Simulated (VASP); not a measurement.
# NaCu12 in VASP: notebook

The runs below take NaCu12 through single point, relaxation of the atoms, with PBE.

All numbers are computed with VASP 6.6.1; they aren't measurements. Logs are shortened: lines on timing, memory, paths and dates and some standing lists are left out, and cuts for length are marked.

**1. The cell of the first run**

The cell holds a slab with vacuum, 13 atoms: a = 5.132 Å, b = 5.132 Å, c = 19.028 Å, α = 90.00°, β = 90.00°, γ = 90.00°.

**2. Single point, PBE**

The input, INCAR:

```
SYSTEM = NaCu12
PREC = Accurate ; ENCUT = 520
EDIFF = 1E-6 ; ISMEAR = 0
SIGMA = 0.1 ; LREAL = .FALSE.
LASPH = .TRUE. ; NELM = 60
ALGO = Normal ; ISIF = 2
LWAVE = .FALSE. ; LCHARG = .TRUE.
LDIPOL = .TRUE. ; IDIPOL = 3
DIPOL = 0.5 0.5 0.320 ; GGA = PE
LELF = .TRUE. ; LVHAR = .TRUE.
LVACPOTAV = .TRUE. ; NBANDS = 82
```

The input, KPOINTS:

```
regular mesh
0
G
  5 5 1
  0 0 0
```

The input, POSCAR:

```
NaCu12
1.0
    5.1319544654      0.0000000000      0.0000000000
    0.0000000000      5.1319544654      0.0000000000
    0.0000000000      0.0000000000     19.0279314150
Cu Na
12 1
Direct
    0.2500000000      0.2500000000      0.2102172807
    0.2500000000      0.7500000000      0.2102172807
    0.7500000000      0.2500000000      0.2102172807
    0.7500000000      0.7500000000      0.2102172807
    0.0000000000      0.0000000000      0.3029241254
    0.0000000000      0.5000000000      0.3029241254
    0.5000000000      0.0000000000      0.3029241254
    0.5000000000      0.5000000000      0.3029241254
    0.2500000000      0.2500000000      0.3956253179
    0.2500000000      0.7500000000      0.3956253179
    0.7500000000      0.2500000000      0.3956253179
    0.7500000000      0.7500000000      0.3956253179
    0.2500000000      0.4166666667      0.5254584078
```

Potentials or basis: VASP PAW PBE potentials, release 64 (Cu, Na_pv).

Run with:

```sh
$ cat potpaw_PBE.64/Cu/POTCAR potpaw_PBE.64/Na_pv/POTCAR > POTCAR
$ mpirun -np 1 vasp_std > vasp.out
```

OUTCAR:

```text
SYSTEM = NaCu12
   PREC = Accurate
   ENCUT = 520
   EDIFF = 1E-6
   ISMEAR = 0
   LREAL = .FALSE.
   LASPH = .TRUE.
   NELM = 60
   ISIF = 2
   GGA = PE

 ion  position               nearest neighbor table
   1  0.250  0.250  0.210-   5 2.53   6 2.53   7 2.53   8 2.53   2 2.57   3 2.57   2 2.57   3 2.57

   2  0.250  0.750  0.210-   5 2.53   6 2.53   7 2.53   8 2.53   1 2.57   4 2.57   1 2.57   4 2.57

   3  0.750  0.250  0.210-   5 2.53   6 2.53   7 2.53   8 2.53   1 2.57   4 2.57   4 2.57   1 2.57
[... 15 lines left out ...]
  11  0.750  0.250  0.396-   5 2.53   6 2.53   7 2.53   8 2.53   9 2.57  12 2.57  12 2.57   9 2.57

  12  0.750  0.750  0.396-   5 2.53   6 2.53   7 2.53   8 2.53  10 2.57  11 2.57  11 2.57  10 2.57

  13  0.250  0.417  0.525-   9 2.61

  LATTYP: Found a simple tetragonal cell.
 ALAT       =     5.1319544654
 C/A-ratio  =     3.7077358233

  Lattice vectors:

 A1 = (   5.1319544654,   0.0000000000,   0.0000000000)
 A2 = (   0.0000000000,   5.1319544654,   0.0000000000)
 A3 = (   0.0000000000,   0.0000000000,  19.0279314150)

Analysis of symmetry for initial positions (statically):
=====================================================================
 Subroutine PRICEL returns:
 Original cell was already a primitive cell.

 Routine SETGRP: Setting up the symmetry group for a
 simple tetragonal supercell.

 Subroutine GETGRP returns: Found  2 space group operations
 (whereof  1 operations were pure point group operations)
 out of a pool of 16 trial point group operations.

The static configuration has the point symmetry C_1 .
 The point group associated with its full space group is C_1h.

Analysis of symmetry for dynamics (positions and initial velocities):
=====================================================================
 Subroutine PRICEL returns:
 Original cell was already a primitive cell.

 Routine SETGRP: Setting up the symmetry group for a
 simple tetragonal supercell.

 Subroutine GETGRP returns: Found  2 space group operations
 (whereof  1 operations were pure point group operations)
 out of a pool of 16 trial point group operations.

The dynamic configuration has the point symmetry C_1 .
 The point group associated with its full space group is C_1h.

 Subroutine INISYM returns: Found  2 space group operations
 (whereof  1 operations are pure point group operations),
 and found     1 'primitive' translations

----------------------------------------------------------------------------------------

                                     Primitive cell

  volume of cell :     501.1378

  direct lattice vectors                    reciprocal lattice vectors
     5.131954465  0.000000000  0.000000000     0.194857536  0.000000000  0.000000000
     0.000000000  5.131954465  0.000000000     0.000000000  0.194857536  0.000000000
     0.000000000  0.000000000 19.027931415     0.000000000  0.000000000  0.052554320

  length of vectors
     5.131954465  5.131954465 19.027931415     0.194857536  0.194857536  0.052554320

  position of ions in fractional coordinates (direct lattice)
     0.250000000  0.250000000  0.210217281
     0.250000000  0.750000000  0.210217281
     0.750000000  0.250000000  0.210217281
     0.750000000  0.750000000  0.210217281
     0.000000000  0.000000000  0.302924125
     0.000000000  0.500000000  0.302924125
     0.500000000  0.000000000  0.302924125
     0.500000000  0.500000000  0.302924125
     0.250000000  0.250000000  0.395625318
     0.250000000  0.750000000  0.395625318
     0.750000000  0.250000000  0.395625318
     0.750000000  0.750000000  0.395625318
     0.250000000  0.416666667  0.525458408

  ion indices of the primitive-cell ions
   primitive index   ion index
                 1           1
                 2           2
                 3           3
                 4           4
                 5           5
                 6           6
                 7           7
                 8           8
                 9           9
                10          10
                11          11
                12          12
                13          13

----------------------------------------------------------------------------------------

 KPOINTS: regular mesh

Automatic generation of k-mesh.
 Grid dimensions read from file:
 generate k-points for:    5    5    1

 Generating k-lattice:

  Cartesian coordinates                     Fractional coordinates (reciprocal lattice)
     0.038971507  0.000000000  0.000000000     0.200000000  0.000000000  0.000000000
     0.000000000  0.038971507  0.000000000     0.000000000  0.200000000  0.000000000
     0.000000000  0.000000000  0.052554320     0.000000000  0.000000000  1.000000000

  Length of vectors
     0.038971507  0.038971507  0.052554320

  Shift w.r.t. Gamma in fractional coordinates (k-lattice)
     0.000000000  0.000000000  0.000000000

 Subroutine IBZKPT returns following result:
 ===========================================

[... 31 lines left out ...]
   EDIFF  = 0.1E-05   stopping-criterion for ELM
   LREAL  =      F    real-space projection
   EDIFFG = 0.1E-04   stopping-criterion for IOM
   NSW    =      0    number of steps for IOM
   IBRION =     -1    ionic relax: 0-MD 1-quasi-New 2-CG
   NFREE  =      0    steps in history (QN), initial steepest desc. (CG)
   ISIF   =      2    stress and relaxation
   ISYM   =      2    0-nonsym 1-usesym 2-fastsym
   POTIM  = 0.5000    time-step for ionic-motion
   TEBEG  =    0.0;   TEEND  =   0.0 temperature during run
   PSTRESS=    0.0 pullay stress
   NELECT =     139.0000    total number of electrons
   NUPDOWN=      -1.0000    fix difference up-down
   EMIN   =  10.00;   EMAX   =-10.00  energy-range for DOS
   EFERMI =   0.00;   METHOD = LEGACY
   ISMEAR =     0;   SIGMA  =   0.10  broadening in eV -4-tet -1-fermi 0-gaus
   EFERMI_NEDOS =   21; number of points for ismear=-14 and -15
   IALGO  =     38    algorithm
   IMIX   =      4    mixing-type and parameters
     AMIX     =   0.40;   BMIX     =  1.00
     AMIX_MAG =   1.60;   BMIX_MAG =  1.00
  volume/ion in A,a.u.               =      38.55       260.14
  Fermi-wavevector in a.u.,A,eV,Ry     =   1.067646  2.017559 15.508852  1.139868
  Thomas-Fermi vector in A             =   2.203269
   LORBIT       =      0    0 simple, 1 ext, 2 COOP (PROOUT), +10 PAW based schemes
   GGA     = PE    functional components
   LHFCALC =     F    Hartree Fock is set to
   AEXX    =    0.0000 exact exchange contribution
   IVDW    =     0    specifies the selected vdW correction
   LEPSILON=     F    determine dielectric tensor
   LRPA    =     F    only Hartree local field effects (RPA)
 non-spin polarized calculation
 Gauss-broadening in eV      SIGMA  =   0.10
  energy-cutoff  :      520.00
  volume of cell :      501.14
 maximum number of plane-waves:     13595
 NGX is ok and might be reduce to    40
   NGX = 19   NGY = 19   NGZ = 71

 number of electron     138.9999786 magnetization

 dipolmoment           0.000000      0.000000     -0.385658 electrons x Angstroem

 Free energy of the ion-electron system (eV)
  ---------------------------------------------------
  ext. energy  EPLUGINS =         0.00000000
  ---------------------------------------------------
  free energy    TOTEN  =       -41.70703543 eV

  energy without entropy =      -41.67861561  energy(sigma->0) =      -41.69282552

 E-fermi :  -0.0357     XC(G=0):  -5.1559

 val. band max:       -0.0936006673   @ k =   0.0000   0.0000   0.0000
 cond. band min:      -0.0301385815   @ k =   0.2000   0.0000   0.0000
 fundamental gap:      0.0634620858
 Fermi energy:        -0.0356764684

 k-point     1 :       0.0000    0.0000    0.0000
  band No.  band energies     occupation
      1     -25.3524      2.00000
      2     -25.3252      2.00000
      3     -25.3209      2.00000
      4      -8.4457      2.00000
      5      -5.9328      2.00000
      6      -4.9133      2.00000
[... 745 lines left out ...]
     80       4.3804      0.00000
     81       4.6621      0.00000
 [bands above 81 left out]

------------------------ aborting loop because EDIFF is reached ----------------------------------------

  FORCE on cell =-STRESS in cart. coord.  units (eV):
  Direction    XX          YY          ZZ          XY          YZ          ZX
  --------------------------------------------------------------------------------------
  -------------------------------------------------------------------------------------
  Total       -4.8024102     -4.4845643      1.1034796      0.0000000      0.3107923      0.0000000
  in kB      -15.3536865    -14.3375079      3.5279120      0.0000000      0.9936276      0.0000000
  external PRESSURE =      -8.7210941 kB  Pullay stress =       0.0000000 kB

 VOLUME and BASIS-vectors are now :
 -----------------------------------------------------------------------------
  energy-cutoff  :      520.00
  volume of cell :      501.14
      direct lattice vectors                 reciprocal lattice vectors
     5.131954465  0.000000000  0.000000000     0.194857536  0.000000000  0.000000000
     0.000000000  5.131954465  0.000000000     0.000000000  0.194857536  0.000000000
     0.000000000  0.000000000 19.027931415     0.000000000  0.000000000  0.052554320

 POSITION                                       TOTAL-FORCE (eV/Angst)
 -----------------------------------------------------------------------------------
      1.28299      1.28299      4.00000         0.000000      0.006003     -0.023039
      1.28299      3.84897      4.00000         0.000000     -0.006091     -0.028779
      3.84897      1.28299      4.00000         0.000000      0.007395     -0.036249
      3.84897      3.84897      4.00000         0.000000     -0.007467     -0.044151
      0.00000      0.00000      5.76402        -0.006595     -0.003481     -0.082544
      0.00000      2.56598      5.76402        -0.007191      0.003438     -0.103315
      2.56598      0.00000      5.76402         0.006595     -0.003481     -0.082544
      2.56598      2.56598      5.76402         0.007191      0.003438     -0.103315
      1.28299      1.28299      7.52793         0.000000     -0.157742     -0.302578
      1.28299      3.84897      7.52793         0.000000      0.037651      0.203542
      3.84897      1.28299      7.52793         0.000000      0.035866      0.318024
      3.84897      3.84897      7.52793         0.000000     -0.039796      0.274305
      1.28299      2.13831      9.99839         0.000000      0.124267      0.010644
 -----------------------------------------------------------------------------------
    total drift:                               -0.000000     -0.000745     -0.005750

  FREE ENERGIE OF THE ION-ELECTRON SYSTEM (eV)
  ---------------------------------------------------
  free  energy   TOTEN  =       -41.7070354254 eV

  energy  without entropy=      -41.6786156081  energy(sigma->0) =      -41.69282552

 vacuum level on the upper side and lower side of the slab         1.833         4.506
```

It took 8.8 min on 1 thread of Intel Xeon 6975P-C (Granite Rapids), shared host; peak memory 0.64 GiB.

Results:

- Free energy: -41.7070 eV
- Largest force: 0.341 eV/Å
- Band gap on the k mesh: zero (an odd number of electrons rules out a gap without spin polarisation)

Forces on the atoms (eV/Å):
```
Cu   0.000  0.006 -0.023
Cu   0.000 -0.006 -0.029
Cu   0.000  0.007 -0.036
Cu   0.000 -0.007 -0.044
Cu  -0.007 -0.003 -0.083
Cu  -0.007  0.003 -0.103
Cu   0.007 -0.003 -0.083
Cu   0.007  0.003 -0.103
Cu   0.000 -0.158 -0.303
Cu   0.000  0.038  0.204
Cu   0.000  0.036  0.318
Cu   0.000 -0.040  0.274
Na   0.000  0.124  0.011
```

Levels at points of the mesh, in eV from the Fermi level:
| k point | band 68 | band 69 | band 70 | band 71 | band 72 | band 73 |
| --- | --- | --- | --- | --- | --- | --- |
| (0.00, 0.00, 0.00) | -0.22 | -0.18 | -0.17 | -0.06 | -0.06 | 0.12 |

**3. Relaxation of the atoms, PBE**

The input, INCAR:

```
  ALGO = Normal
  DIPOL = 0.5 0.5 0.320
  EDIFF = 1E-7
  EDIFFG = -0.025
  ENCUT = 520
  GGA = PE
  GGA_COMPAT = F
  IBRION = 2
  IDIPOL = 3
  ISIF = 2
  ISMEAR = 0
  KPAR = 4
  LASPH = T
  LCHARG = F
  LDIPOL = T
  LREAL = F
  LWAVE = F
  NELM = 120
  NELMDL = -8
  NELMIN = 4
  NSW = 36
  PREC = Accurate
  SIGMA = 0.1
```

The input, KPOINTS:

```
k-points
0
Gamma
  5 5 1
```

The input, POSCAR:

```
NaCu12
1.0
    5.1319544654      0.0000000000      0.0000000000
    0.0000000000      5.1319544654      0.0000000000
    0.0000000000      0.0000000000     19.0279314150
Cu Na
12 1
Selective dynamics
Direct
    0.2500000000      0.2500000000      0.2102172807  F F F
    0.2500000000      0.7500000000      0.2102172807  F F F
    0.7500000000      0.2500000000      0.2102172807  F F F
    0.7500000000      0.7500000000      0.2102172807  F F F
    0.0000000000      0.0000000000      0.3029241254  F F F
    0.0000000000      0.5000000000      0.3029241254  F F F
    0.5000000000      0.0000000000      0.3029241254  F F F
    0.5000000000      0.5000000000      0.3029241254  F F F
    0.2500000000      0.2500000000      0.3956253179  F F F
    0.2500000000      0.7500000000      0.3956253179  F F F
    0.7500000000      0.2500000000      0.3956253179  F F F
    0.7500000000      0.7500000000      0.3956253179  F F F
    0.2500000000      0.3333333333      0.5296051312  F F T
```

Potentials or basis: VASP PAW PBE potentials, release 64 (Cu, Na_pv).

Run with:

```sh
$ cat potpaw_PBE.64/Cu/POTCAR potpaw_PBE.64/Na_pv/POTCAR > POTCAR
$ mpirun -np 4 vasp_std > vasp.out
```

Run time: 7 min. Hardware: 4 MPI ranks of Intel Xeon Platinum 8259CL at 2.50GHz (Skylake/Cascade Lake), shared host; peak memory 0.67 GiB.

It converged, with:

- Free energy: -41.6548 eV
- Band gap on the k mesh: zero (an odd number of electrons rules out a gap without spin polarisation)

Final structure:
```
Cu Na
1.0
     5.13195    0.00000    0.00000
     0.00000    5.13195    0.00000
     0.00000    0.00000   19.02793
Cu Na
12 1
Cartesian
  1.2830 1.2830 4.0000
  1.2830 3.8490 4.0000
  3.8490 1.2830 4.0000
  3.8490 3.8490 4.0000
  0.0000 0.0000 5.7640
  0.0000 2.5660 5.7640
  2.5660 0.0000 5.7640
  2.5660 2.5660 5.7640
  1.2830 1.2830 7.5279
  1.2830 3.8490 7.5279
  3.8490 1.2830 7.5279
  3.8490 3.8490 7.5279
  1.2830 1.7107 10.0773
```

Levels at points of the mesh, in eV from the Fermi level:
```
           k point  band 67  band 68  band 69  band 70  band 71  band 72  band 73  band 74
(0.00, 0.00, 0.00)    -0.23    -0.22    -0.17    -0.17    -0.06    -0.06     0.07     1.17
```

Caveat: the relaxation stopped at its first step, so nothing moved.

**4. Single point, PBE**

The input, INCAR:

```
SYSTEM = NaCu12
PREC = Accurate
ENCUT = 520
EDIFF = 1E-7
ISMEAR = 0
SIGMA = 0.1
LREAL = .False.
LASPH = .True.
NELM = 100
ALGO = Normal
ISIF = 2
LWAVE = .False.
LCHARG = .True.
LDIPOL = .True.
IDIPOL = 3
DIPOL = 0.5 0.5 0.320
GGA = PE
LELF = .True.
LVHAR = .True.
LVACPOTAV = .True.
NBANDS = 82
```

The input, KPOINTS:

```
regular mesh
0
Gamma
  5 5 1
  0 0 0
```

The input, POSCAR:

```
NaCu12
1.0
    5.1319544654      0.0000000000      0.0000000000
    0.0000000000      5.1319544654      0.0000000000
    0.0000000000      0.0000000000     19.0279314150
Cu Na
12 1
Direct
    0.2500000000      0.2500000000      0.2102172807
    0.2500000000      0.7500000000      0.2102172807
    0.7500000000      0.2500000000      0.2102172807
    0.7500000000      0.7500000000      0.2102172807
    0.0000000000      0.0000000000      0.3029241254
    0.0000000000      0.5000000000      0.3029241254
    0.5000000000      0.0000000000      0.3029241254
    0.5000000000      0.5000000000      0.3029241254
    0.2500000000      0.2500000000      0.3956253179
    0.2500000000      0.7500000000      0.3956253179
    0.7500000000      0.2500000000      0.3956253179
    0.7500000000      0.7500000000      0.3956253179
    0.3333333333      0.5000000000      0.5214110522
```

Run with:

```sh
$ cat potpaw_PBE.64/Cu/POTCAR potpaw_PBE.64/Na_pv/POTCAR > POTCAR
$ mpirun -np 1 vasp_std > vasp.out
```

Run time: 9.5 min. Hardware: 1 thread of AMD EPYC 9R45 (Zen 5), shared host; peak memory 0.62 GiB.

Results (log left out):

```
Free energy            : -41.7618 eV
Largest force          : 0.293 eV/Å
Band gap on the k mesh : zero (an odd number of electrons rules out a gap without spin polarisation)
```

Forces in eV/Å, atoms in the order of the input:
```
Cu   0.003  0.006 -0.026
Cu   0.003 -0.006 -0.026
Cu  -0.004  0.008 -0.039
Cu  -0.004 -0.008 -0.039
Cu  -0.009  0.000 -0.080
Cu  -0.007  0.000 -0.103
Cu   0.007  0.000 -0.092
Cu   0.007  0.000 -0.110
Cu  -0.038 -0.131 -0.043
Cu  -0.038  0.131 -0.043
Cu  -0.015  0.039  0.290
Cu  -0.015 -0.039  0.290
Na   0.109  0.000  0.024
```

Levels at points of the mesh, in eV from the Fermi level:
| k point | band 66 | band 67 | band 68 | band 69 | band 70 | band 71 | band 72 | band 73 | band 74 | band 75 |
| --- | --- | --- | --- | --- | --- | --- | --- | --- | --- | --- |
| (0.00, 0.00, 0.00) | -1.13 | -0.23 | -0.23 | -0.20 | -0.17 | -0.06 | -0.06 | 0.17 | 1.25 | 2.53 |

**5. Single point, PBE**

The input, INCAR:

```
  ALGO = Normal
  DIPOL = 0.5 0.5 0.320
  EDIFF = 1E-6
  ENCUT = 520
  GGA = PE
  IDIPOL = 3
  ISIF = 2
  ISMEAR = 0
  LASPH = T
  LCHARG = F
  LDIPOL = T
  LREAL = F
  LWAVE = F
  NBANDS = 82
  NELM = 80
  PREC = Accurate
  SIGMA = 0.1
```

The input, KPOINTS:

```
k-points
0
Gamma
  5 5 1
```

POSCAR: that of step 4 with these lines changed.

```diff
@@ -20,2 +20,2 @@
     0.7500000000      0.7500000000      0.3956253179
-    0.3333333333      0.5000000000      0.5214110522
+    0.2500000000      0.3333333333      0.5296051312
```

Run with:

```sh
$ cat potpaw_PBE.64/Cu/POTCAR potpaw_PBE.64/Na_pv/POTCAR > POTCAR
$ mpirun -np 1 vasp_std > vasp.out
```

Wall time 20 min (1 thread of Oxide Virtual Turin-like, shared host); peak memory 0.62 GiB.

The run converged. Its results:

```
Free energy            : -41.6551 eV
Largest force          : 0.402 eV/Å
Band gap on the k mesh : zero (an odd number of electrons rules out a gap without spin polarisation)
```

Forces in eV/Å, atoms in the order of the input:
```
Cu   0.000  0.004 -0.023
Cu   0.000 -0.004 -0.032
Cu   0.000  0.004 -0.034
Cu   0.000 -0.005 -0.048
Cu  -0.005 -0.005 -0.082
Cu  -0.006  0.004 -0.095
Cu   0.005 -0.005 -0.082
Cu   0.006  0.004 -0.095
Cu   0.000 -0.087 -0.392
Cu   0.000 -0.006  0.314
Cu   0.000  0.020  0.332
Cu   0.000 -0.023  0.251
Na   0.000  0.097 -0.014
```

Levels at points of the mesh, in eV from the Fermi level:
```
           k point  band 66  band 67  band 68  band 69  band 70  band 71  band 72  band 73  band 74  band 75
(0.00, 0.00, 0.00)    -1.13    -0.23    -0.22    -0.17    -0.17    -0.06    -0.06     0.07     1.17     2.65
```

**6. The runs side by side**

| task | cell | gap on the mesh (eV) | largest force (eV/Å) |
| --- | --- | --- | --- |
| single point | as given, atomic positions A | none | 0.34 |
| relaxation of the atoms | atoms relaxed, atomic positions B | none | - |
| single point | as given, atomic positions C | none | 0.29 |
| single point | as given, atomic positions B | none | 0.40 |

Alike in all rows: level PBE; potentials or basis VASP PAW PBE potentials, release 64 (Cu, Na_pv); no spin polarisation; k mesh 5 × 5 × 1; cutoff (eV) 520; smearing gaussian 0.1 eV.

Caveats: the relaxation stopped at its first step, so nothing moved (at least some runs).

Absolute energies hang on the potentials; compare differences alone.
